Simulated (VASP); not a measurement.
Here is a VASP 6.6.1 calculation.

Contents of INCAR:

```
  PREC = Accurate
  ENCUT = 520
  EDIFF = 1E-6
  ISMEAR = 0
  SIGMA = 0.05
  LREAL = Auto
  LASPH = T
  NELM = 60
  ALGO = Normal
  ISIF = 2
  LWAVE = F
  LCHARG = T
  GGA = PE
  LELF = T
  LVHAR = T
  NBANDS = 68
```

KPOINTS

```
Automatic mesh
0
Gamma
  3 3 3
```

POSCAR

```
Al
1.0
    8.1000000000      0.0000000000      0.0000000000
    0.0000000000      8.1000000000      0.0000000000
    0.0000000000      0.0000000000      8.1000000000
Al
31
Direct
    0.4972222222      0.0018760494      0.0000056790
    0.7491946914      0.2501154321      0.0000925926
    0.7491961728     -0.0007283951      0.2507428395
    0.0013877778      0.0021343210      0.0000441975
    0.4972807407      0.4982450617      0.0000881481
    0.7492262963      0.7499254321     -0.0000288889
    0.2492082716      0.0018677778      0.2482009877
    0.4970233333      0.2501035802      0.2479144444
    0.7491998765      0.5009298765      0.2509729630
    0.5002407407     -0.0006513580      0.4999349383
    0.7491507407      0.2500614815      0.4999064198
    0.7492733333     -0.0008250617      0.7491875309
    0.0013601235      0.4979256790      0.0000637037
    0.2492623457      0.7500429630      0.0000546914
    0.0012838272      0.2499950617      0.2481360494
    0.2493240741      0.4982267901      0.2480665432
    0.5001040741      0.7500964198      0.2509861728
   -0.0017530864     -0.0008761728      0.4999955556
    0.2490780247      0.2500332099      0.5001183951
    0.5000486420      0.5008367901      0.5000303704
    0.7491546914      0.7501002469      0.4999534568
    0.2492637037      0.0019160494      0.7519095062
    0.4972137037      0.2500043210      0.7520945679
    0.7492143210      0.5007591358      0.7491217284
   -0.0018318519      0.7500537037      0.2507796296
   -0.0015843210      0.5010882716      0.5000095062
    0.2491907407      0.7501622222      0.4998879012
    0.0010976543      0.2499566667      0.7518992593
    0.2492958025      0.4981077778      0.7520455556
    0.5000516049      0.7499980247      0.7489391358
   -0.0016182716      0.7500324691      0.7492180247
```

Potentials or basis: VASP PAW PBE potentials, release 64 (Al).

Run with:

```bash
$ cat potpaw_PBE.64/Al/POTCAR > POTCAR
$ mpirun -np 1 vasp_std > vasp.out
```

Question: Predict the largest force.

Answer: 0.009 eV/Å.

Question: What does it give for the band gap on the k mesh?

Answer: Zero (an odd number of electrons rules out a gap without spin polarisation).

Question: What does it give for the pressure?

Answer: -1.1 GPa.

Forces on the atoms (eV/Å):
```
Al   0.004  0.003  0.000
Al  -0.003  0.000  0.001
Al   0.000 -0.006  0.005
Al  -0.001 -0.001 -0.001
Al   0.004 -0.004 -0.003
Al  -0.002  0.000 -0.002
Al   0.001  0.003 -0.003
Al   0.005 -0.002 -0.001
Al   0.000  0.001  0.002
Al   0.001 -0.007  0.002
Al  -0.001  0.002 -0.001
Al  -0.003 -0.005 -0.003
Al  -0.001  0.000 -0.001
Al  -0.003  0.001  0.000
Al   0.000  0.003 -0.002
Al  -0.002 -0.004  0.002
Al   0.006  0.000  0.005
Al  -0.003 -0.004  0.000
Al  -0.001  0.001 -0.001
Al   0.005  0.007  0.001
Al  -0.002  0.000  0.003
Al   0.000  0.001  0.001
Al   0.003  0.000  0.001
Al   0.000  0.009 -0.004
Al   0.000  0.000  0.004
Al  -0.004  0.001  0.001
Al  -0.003 -0.001  0.002
Al   0.004  0.003  0.002
Al  -0.002 -0.003 -0.002
Al   0.005  0.001 -0.004
Al  -0.005 -0.001 -0.005
```
